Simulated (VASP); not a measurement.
# SiC (CsCl type) (Pm-3m) in VASP: a series of runs, part 2 of 2

VASP 6.6.1.

**3. Single point, PBE (8.66 Å³/atom)**

This run uses another cell than the first one, of 8.66 Å³/atom.

INCAR reads:

```
PREC = Accurate
ENCUT = 600
EDIFF = 1E-6
ISMEAR = -1
SIGMA = 0.08
LREAL = F
LASPH = T
NELM = 120
ALGO = Normal
ISIF = 2
LWAVE = F
LCHARG = F
GGA = PE
NBANDS = 11
GGA_COMPAT = F
```

KPOINTS reads:

```
Automatic mesh
0
Gamma
  14 14 14
```

POSCAR reads:

```
SiC
1.0
    2.5868546899      0.0000000000      0.0000000000
    0.0000000000      2.5868546899      0.0000000000
    0.0000000000      0.0000000000      2.5868546899
Si C
1 1
Direct
    0.0000000000      0.0000000000      0.0000000000
    0.5000000000      0.5000000000      0.5000000000
```

Potentials or basis: VASP PAW PBE potentials, release 64 (Si, C).

Run with:

```sh
$ cat potpaw_PBE.64/Si/POTCAR potpaw_PBE.64/C/POTCAR > POTCAR
$ mpirun -np 1 vasp_std > vasp.out
```

OUTCAR:

```text
PREC = Accurate
   ENCUT = 600
   EDIFF = 1E-6
   ISMEAR = -1
   LREAL = F
   LASPH = T
   NELM = 120
   ISIF = 2
   GGA = PE

 ion  position               nearest neighbor table
   1  0.000  0.000  0.000-   2 2.24   2 2.24   2 2.24   2 2.24   2 2.24   2 2.24   2 2.24   2 2.24

   2  0.500  0.500  0.500-   1 2.24   1 2.24   1 2.24   1 2.24   1 2.24   1 2.24   1 2.24   1 2.24

  LATTYP: Found a simple cubic cell.
 ALAT       =     2.5868546899

  Lattice vectors:

 A1 = (   2.5868546899,   0.0000000000,   0.0000000000)
 A2 = (   0.0000000000,   2.5868546899,   0.0000000000)
 A3 = (   0.0000000000,   0.0000000000,   2.5868546899)

Analysis of symmetry for initial positions (statically):
=====================================================================
 Subroutine PRICEL returns:
 Original cell was already a primitive cell.

 Routine SETGRP: Setting up the symmetry group for a
 simple cubic supercell.

 Subroutine GETGRP returns: Found 48 space group operations
 (whereof 48 operations were pure point group operations)
 out of a pool of 48 trial point group operations.

The static configuration has the point symmetry O_h .

Analysis of symmetry for dynamics (positions and initial velocities):
=====================================================================
 Subroutine PRICEL returns:
 Original cell was already a primitive cell.

 Routine SETGRP: Setting up the symmetry group for a
 simple cubic supercell.

 Subroutine GETGRP returns: Found 48 space group operations
 (whereof 48 operations were pure point group operations)
 out of a pool of 48 trial point group operations.

The dynamic configuration has the point symmetry O_h .

 Subroutine INISYM returns: Found 48 space group operations
 (whereof 48 operations are pure point group operations),
 and found     1 'primitive' translations

----------------------------------------------------------------------------------------

                                     Primitive cell

  volume of cell :      17.3108

  direct lattice vectors                    reciprocal lattice vectors
     2.586854690  0.000000000  0.000000000     0.386569839  0.000000000  0.000000000
     0.000000000  2.586854690  0.000000000     0.000000000  0.386569839  0.000000000
     0.000000000  0.000000000  2.586854690     0.000000000  0.000000000  0.386569839

  length of vectors
     2.586854690  2.586854690  2.586854690     0.386569839  0.386569839  0.386569839

  position of ions in fractional coordinates (direct lattice)
     0.000000000  0.000000000  0.000000000
     0.500000000  0.500000000  0.500000000

  ion indices of the primitive-cell ions
   primitive index   ion index
                 1           1
                 2           2

----------------------------------------------------------------------------------------

 KPOINTS: Automatic mesh

Automatic generation of k-mesh.
 Grid dimensions read from file:
 generate k-points for:   14   14   14

 Generating k-lattice:

  Cartesian coordinates                     Fractional coordinates (reciprocal lattice)
     0.027612131  0.000000000  0.000000000     0.071428571  0.000000000  0.000000000
     0.000000000  0.027612131  0.000000000     0.000000000  0.071428571  0.000000000
     0.000000000  0.000000000  0.027612131     0.000000000  0.000000000  0.071428571

  Length of vectors
     0.027612131  0.027612131  0.027612131

  Shift w.r.t. Gamma in fractional coordinates (k-lattice)
     0.000000000  0.000000000  0.000000000

 Subroutine IBZKPT returns following result:
 ===========================================

 Found    120 irreducible k-points:

 Following reciprocal coordinates:
            Coordinates               Weight
  0.000000  0.000000  0.000000      1.000000
  0.071429  0.000000  0.000000      6.000000
  0.142857  0.000000  0.000000      6.000000
  0.214286  0.000000  0.000000      6.000000
  0.285714  0.000000  0.000000      6.000000
  0.357143  0.000000  0.000000      6.000000
[... 16 lines left out ...]
  0.285714  0.214286  0.000000     24.000000
  0.357143  0.214286  0.000000     24.000000
 [... further k-points ...]
   k-points           NKPTS =    120   k-points in BZ     NKDIM =    120   number of bands    NBANDS=     11
   number of dos      NEDOS =    301   number of ions     NIONS =      2
   total plane-waves  NPLWV =  13824
   dimension x,y,z NGX =    24 NGY =   24 NGZ =   24
   dimension x,y,z NGXF=    48 NGYF=   48 NGZF=   48
   ions per type =               1   1
   NGX,Y,Z   is equivalent  to a cutoff of  15.42, 15.42, 15.42 a.u.
   NGXF,Y,Z  is equivalent  to a cutoff of  30.85, 30.85, 30.85 a.u.
 SYSTEM =  unknown system
   PREC   = accura    normal or accurate (medium, high low for compatibility)
   ISTART =      0    job   : 0-new  1-cont  2-samecut
   ICHARG =      2    charge: 1-file 2-atom 10-const
   ISPIN  =      1    spin polarized calculation?
   LNONCOLLINEAR =      F non collinear calculations
   LSORBIT =      F    spin-orbit coupling
   LASPH  =      T    aspherical Exc in radial PAW
   ENCUT  =  600.0 eV  44.10 Ry    6.64 a.u.   5.17  5.17  5.17*2*pi/ulx,y,z
   NELM   =    120;   NELMIN=  2; NELMDL= -5     # of ELM steps
   EDIFF  = 0.1E-05   stopping-criterion for ELM
   LREAL  =      F    real-space projection
   EDIFFG = 0.1E-04   stopping-criterion for IOM
   NSW    =      0    number of steps for IOM
   IBRION =     -1    ionic relax: 0-MD 1-quasi-New 2-CG
   NFREE  =      0    steps in history (QN), initial steepest desc. (CG)
   ISIF   =      2    stress and relaxation
   ISYM   =      2    0-nonsym 1-usesym 2-fastsym
   POTIM  = 0.5000    time-step for ionic-motion
   TEBEG  =    0.0;   TEEND  =   0.0 temperature during run
   PSTRESS=    0.0 pullay stress
   NELECT =       8.0000    total number of electrons
   NUPDOWN=      -1.0000    fix difference up-down
   EMIN   =  10.00;   EMAX   =-10.00  energy-range for DOS
   EFERMI =   0.00;   METHOD = LEGACY
   ISMEAR =    -1;   SIGMA  =   0.08  broadening in eV -4-tet -1-fermi 0-gaus
   EFERMI_NEDOS =   21; number of points for ismear=-14 and -15
   IALGO  =     38    algorithm
   IMIX   =      4    mixing-type and parameters
     AMIX     =   0.40;   BMIX     =  1.00
     AMIX_MAG =   1.60;   BMIX_MAG =  1.00
  volume/ion in A,a.u.               =       8.66        58.41
  Fermi-wavevector in a.u.,A,eV,Ry     =   1.265706  2.391837 21.796688  1.602011
  Thomas-Fermi vector in A             =   2.398945
   LORBIT       =      0    0 simple, 1 ext, 2 COOP (PROOUT), +10 PAW based schemes
   GGA     = PE    functional components
   LHFCALC =     F    Hartree Fock is set to
   AEXX    =    0.0000 exact exchange contribution
   IVDW    =     0    specifies the selected vdW correction
   LEPSILON=     F    determine dielectric tensor
   LRPA    =     F    only Hartree local field effects (RPA)
 non-spin polarized calculation
  energy-cutoff  :      600.00
  volume of cell :       17.31
 maximum number of plane-waves:       591
 NGX is ok and might be reduce to    24
   NGX = 11   NGY = 11   NGZ = 11

 number of electron       8.0000000 magnetization

 Free energy of the ion-electron system (eV)
  ---------------------------------------------------
  ext. energy  EPLUGINS =         0.00000000
  ---------------------------------------------------
  free energy    TOTEN  =       -10.88405988 eV

  energy without entropy =      -10.86875187  energy(sigma->0) =      -10.87640587

 E-fermi :  12.1347     XC(G=0): -12.6757

 val. band max:       12.1140421526   @ k =   0.4286   0.0714   0.0714
 cond. band min:      12.1347448010   @ k =   0.4286   0.0714   0.0000
 fundamental gap:      0.0207026484
 Fermi energy:        12.1346533308

 k-point     1 :       0.0000    0.0000    0.0000
  band No.  band energies     occupation
      1      -6.1330      2.00000
      2      10.9159      2.00000
      3      10.9159      2.00000
      4      10.9159      2.00000
      5      14.3700      0.00000
      6      16.9391      0.00000
      7      16.9391      0.00000
      8      25.7171      0.00000
      9      25.7171      0.00000
     10      25.7171      0.00000
     11      32.8580      0.00000
[... 309 lines left out ...]
 k-point    24 :       0.3571    0.2143    0.0000
  band No.  band energies     occupation
      1      -2.7257      2.00000
      2       3.0845      2.00000
      3       8.1165      2.00000
      4      13.0370      0.00003
      5      14.4509      0.00000
      6      18.3172      0.00000
      7      21.2498      0.00000
      8      21.7842      0.00000
      9      25.7110      0.00000
     10      28.1434      0.00000
     11      28.3611      0.00000

 [... further k-points ...]

------------------------ aborting loop because EDIFF is reached ----------------------------------------

  FORCE on cell =-STRESS in cart. coord.  units (eV):
  Direction    XX          YY          ZZ          XY          YZ          ZX
  --------------------------------------------------------------------------------------
  -------------------------------------------------------------------------------------
  Total        1.3062460      1.3062460      1.3062460      0.0000000     -0.0000000      0.0000000
  in kB      120.8980909    120.8980909    120.8980909      0.0000000     -0.0000000      0.0000000
  external PRESSURE =     120.8980909 kB  Pullay stress =       0.0000000 kB

 VOLUME and BASIS-vectors are now :
 -----------------------------------------------------------------------------
  energy-cutoff  :      600.00
  volume of cell :       17.31
      direct lattice vectors                 reciprocal lattice vectors
     2.586854690  0.000000000  0.000000000     0.386569839  0.000000000  0.000000000
     0.000000000  2.586854690  0.000000000     0.000000000  0.386569839  0.000000000
     0.000000000  0.000000000  2.586854690     0.000000000  0.000000000  0.386569839

 POSITION                                       TOTAL-FORCE (eV/Angst)
 -----------------------------------------------------------------------------------
      0.00000      0.00000      0.00000         0.000000      0.000000      0.000000
      1.29343      1.29343      1.29343         0.000000      0.000000      0.000000
 -----------------------------------------------------------------------------------
    total drift:                                0.000000     -0.000000     -0.000000

  FREE ENERGIE OF THE ION-ELECTRON SYSTEM (eV)
  ---------------------------------------------------
  free  energy   TOTEN  =       -10.8840598792 eV

  energy  without entropy=      -10.8687518691  energy(sigma->0) =      -10.87640587
```

stdout:

```text
POSCAR found type information on POSCAR SiC
 POSCAR found :  2 types and       2 ions
 scaLAPACK will be used
 LDA part: xc-table for (Slater+PW92), standard interpolation
 POSCAR, INCAR and KPOINTS ok, starting setup
 FFT: planning ... GRIDC
 FFT: planning ... GRID_SOFT
 FFT: planning ... GRID
 WAVECAR not read
 entering main loop
```

It took 17 s on 1 thread of Intel Xeon Platinum 8488C (Sapphire Rapids), shared host; peak memory 0.15 GiB.

What came out:

```
Free energy            : -10.8841 eV
Pressure               : 12.1 GPa
Band gap on the k mesh : zero (bands 4 and 5 overlap by 4.19 eV)
```

Levels at points of the mesh, in eV from the Fermi level:
| k point | band 1 | band 2 | band 3 | band 4 | band 5 | band 6 | band 7 | band 8 |
| --- | --- | --- | --- | --- | --- | --- | --- | --- |
| (0.00, 0.00, 0.00) | -18.27 | -1.22 | -1.22 | -1.22 | 2.24 | 4.80 | 4.80 | 13.58 |
| (0.50, 0.00, 0.00) | -13.98 | -12.44 | 0.86 | 0.86 | 5.59 | 6.98 | 7.95 | 7.95 |
| (0.50, 0.50, 0.00) | -10.20 | -8.45 | -8.45 | -5.54 | 2.51 | 9.26 | 9.26 | 11.75 |
| (0.50, 0.50, 0.50) | -6.97 | -4.78 | -4.78 | -4.78 | -1.69 | -1.69 | -1.69 | 1.30 |

Caveat: the cell stands under pressure.

**4. Single point, PBE (8.66 Å³/atom)**

This run uses another cell than the first one, of 8.66 Å³/atom.

INCAR reads:

```
SYSTEM = SiC
PREC = Accurate
ENCUT = 600
EDIFF = 1E-6
ISMEAR = -1
SIGMA = 0.08
LREAL = .FALSE.
LASPH = .TRUE.
NELM = 120
ALGO = Normal
ISIF = 2
LWAVE = .FALSE.
LCHARG = .FALSE.
GGA = PE
NBANDS = 11
GGA_COMPAT = .FALSE.
```

KPOINTS reads:

```
regular mesh
0
G
  14 14 14
  0 0 0
```

POSCAR is that of step 3.

Potentials or basis: VASP PAW PBE potentials, release 64 (Si, C).

Run with:

```sh
$ cat potpaw_PBE.64/Si/POTCAR potpaw_PBE.64/C/POTCAR > POTCAR
$ mpirun -np 1 vasp_std > vasp.out
```

OUTCAR:

```text
SYSTEM = SiC
   PREC = Accurate
   ENCUT = 600
   EDIFF = 1E-6
   ISMEAR = -1
   LREAL = .FALSE.
   LASPH = .TRUE.
   NELM = 120
   ISIF = 2
   GGA = PE

 ion  position               nearest neighbor table
   1  0.000  0.000  0.000-   2 2.24   2 2.24   2 2.24   2 2.24   2 2.24   2 2.24   2 2.24   2 2.24

   2  0.500  0.500  0.500-   1 2.24   1 2.24   1 2.24   1 2.24   1 2.24   1 2.24   1 2.24   1 2.24

  LATTYP: Found a simple cubic cell.
 ALAT       =     2.5868546899

  Lattice vectors:

 A1 = (   2.5868546899,   0.0000000000,   0.0000000000)
 A2 = (   0.0000000000,   2.5868546899,   0.0000000000)
 A3 = (   0.0000000000,   0.0000000000,   2.5868546899)

Analysis of symmetry for initial positions (statically):
=====================================================================
 Subroutine PRICEL returns:
 Original cell was already a primitive cell.

 Routine SETGRP: Setting up the symmetry group for a
 simple cubic supercell.

 Subroutine GETGRP returns: Found 48 space group operations
 (whereof 48 operations were pure point group operations)
 out of a pool of 48 trial point group operations.

The static configuration has the point symmetry O_h .

Analysis of symmetry for dynamics (positions and initial velocities):
=====================================================================
 Subroutine PRICEL returns:
 Original cell was already a primitive cell.

 Routine SETGRP: Setting up the symmetry group for a
 simple cubic supercell.

 Subroutine GETGRP returns: Found 48 space group operations
 (whereof 48 operations were pure point group operations)
 out of a pool of 48 trial point group operations.

The dynamic configuration has the point symmetry O_h .

 Subroutine INISYM returns: Found 48 space group operations
 (whereof 48 operations are pure point group operations),
 and found     1 'primitive' translations

----------------------------------------------------------------------------------------
[... 119 lines left out ...]
   LHFCALC =     F    Hartree Fock is set to
   AEXX    =    0.0000 exact exchange contribution
   IVDW    =     0    specifies the selected vdW correction
   LEPSILON=     F    determine dielectric tensor
   LRPA    =     F    only Hartree local field effects (RPA)
 non-spin polarized calculation
  energy-cutoff  :      600.00
  volume of cell :       17.31
 maximum number of plane-waves:       591
 NGX is ok and might be reduce to    24
   NGX = 11   NGY = 11   NGZ = 11

 number of electron       8.0000000 magnetization

 Free energy of the ion-electron system (eV)
  ---------------------------------------------------
  ext. energy  EPLUGINS =         0.00000000
  ---------------------------------------------------
  free energy    TOTEN  =       -10.88405988 eV

  energy without entropy =      -10.86875187  energy(sigma->0) =      -10.87640587

 E-fermi :  12.1347     XC(G=0): -12.6757

 val. band max:       12.1140421526   @ k =   0.4286   0.0714   0.0714
 cond. band min:      12.1347448010   @ k =   0.4286   0.0714   0.0000
 fundamental gap:      0.0207026484
 Fermi energy:        12.1346533308

 k-point     1 :       0.0000    0.0000    0.0000
  band No.  band energies     occupation
      1      -6.1330      2.00000
      2      10.9159      2.00000
      3      10.9159      2.00000
      4      10.9159      2.00000
      5      14.3700      0.00000
      6      16.9391      0.00000
      7      16.9391      0.00000
      8      25.7171      0.00000
      9      25.7171      0.00000
     10      25.7171      0.00000
     11      32.8580      0.00000
[... 309 lines left out ...]
 k-point    24 :       0.3571    0.2143    0.0000
  band No.  band energies     occupation
      1      -2.7257      2.00000
      2       3.0845      2.00000
      3       8.1165      2.00000
      4      13.0370      0.00003
      5      14.4509      0.00000
      6      18.3172      0.00000
      7      21.2498      0.00000
      8      21.7842      0.00000
      9      25.7110      0.00000
     10      28.1434      0.00000
     11      28.3611      0.00000

 [... further k-points ...]

------------------------ aborting loop because EDIFF is reached ----------------------------------------

  FORCE on cell =-STRESS in cart. coord.  units (eV):
  Direction    XX          YY          ZZ          XY          YZ          ZX
  --------------------------------------------------------------------------------------
  -------------------------------------------------------------------------------------
  Total        1.3062460      1.3062460      1.3062460      0.0000000     -0.0000000      0.0000000
  in kB      120.8980909    120.8980909    120.8980909      0.0000000     -0.0000000      0.0000000
  external PRESSURE =     120.8980909 kB  Pullay stress =       0.0000000 kB

 VOLUME and BASIS-vectors are now :
 -----------------------------------------------------------------------------
  energy-cutoff  :      600.00
  volume of cell :       17.31
      direct lattice vectors                 reciprocal lattice vectors
     2.586854690  0.000000000  0.000000000     0.386569839  0.000000000  0.000000000
     0.000000000  2.586854690  0.000000000     0.000000000  0.386569839  0.000000000
     0.000000000  0.000000000  2.586854690     0.000000000  0.000000000  0.386569839

 POSITION                                       TOTAL-FORCE (eV/Angst)
 -----------------------------------------------------------------------------------
      0.00000      0.00000      0.00000         0.000000      0.000000      0.000000
      1.29343      1.29343      1.29343         0.000000      0.000000      0.000000
 -----------------------------------------------------------------------------------
    total drift:                                0.000000     -0.000000     -0.000000

  FREE ENERGIE OF THE ION-ELECTRON SYSTEM (eV)
  ---------------------------------------------------
  free  energy   TOTEN  =       -10.8840598792 eV

  energy  without entropy=      -10.8687518691  energy(sigma->0) =      -10.87640587
```

OSZICAR:

```text
N       E                     dE             d eps       ncg     rms          rms(c)
DAV:   1     0.579916496190E+01    0.57992E+01   -0.43539E+03  2744   0.706E+02
DAV:   2    -0.109103999895E+02   -0.16710E+02   -0.15806E+02  3529   0.106E+02
DAV:   3    -0.113969424277E+02   -0.48654E+00   -0.47516E+00  3283   0.137E+01
DAV:   4    -0.113980876039E+02   -0.11452E-02   -0.11450E-02  2918   0.800E-01
DAV:   5    -0.113980898744E+02   -0.22705E-05   -0.22709E-05  3250   0.343E-02    0.554E+00
DAV:   6    -0.108911851315E+02    0.50690E+00   -0.21552E+00  2766   0.618E+00    0.252E+00
DAV:   7    -0.108880802553E+02    0.31049E-02   -0.52094E-02  3139   0.163E+00    0.123E+00
DAV:   8    -0.108841991037E+02    0.38812E-02   -0.43397E-03  2867   0.443E-01    0.150E-01
DAV:   9    -0.108840549119E+02    0.14419E-03   -0.41307E-04  3431   0.105E-01    0.619E-02
DAV:  10    -0.108840607535E+02   -0.58415E-05   -0.22967E-05  3043   0.370E-02    0.706E-03
DAV:  11    -0.108840598792E+02    0.87425E-06   -0.25348E-06  2385   0.760E-03
   1 F= -.10884060E+02 E0= -.10876406E+02  d E =-.153080E-01
```

Wall time 15 s (1 thread of Intel Xeon Platinum 8488C (Sapphire Rapids), shared host); peak memory 0.15 GiB.

Results:

```yaml
Free_energy: -10.8841 eV
Pressure: 12.1 GPa
Band_gap_on_the_k_mesh: zero (bands 4 and 5 overlap by 4.19 eV)
```

Caveat: the cell stands under pressure.
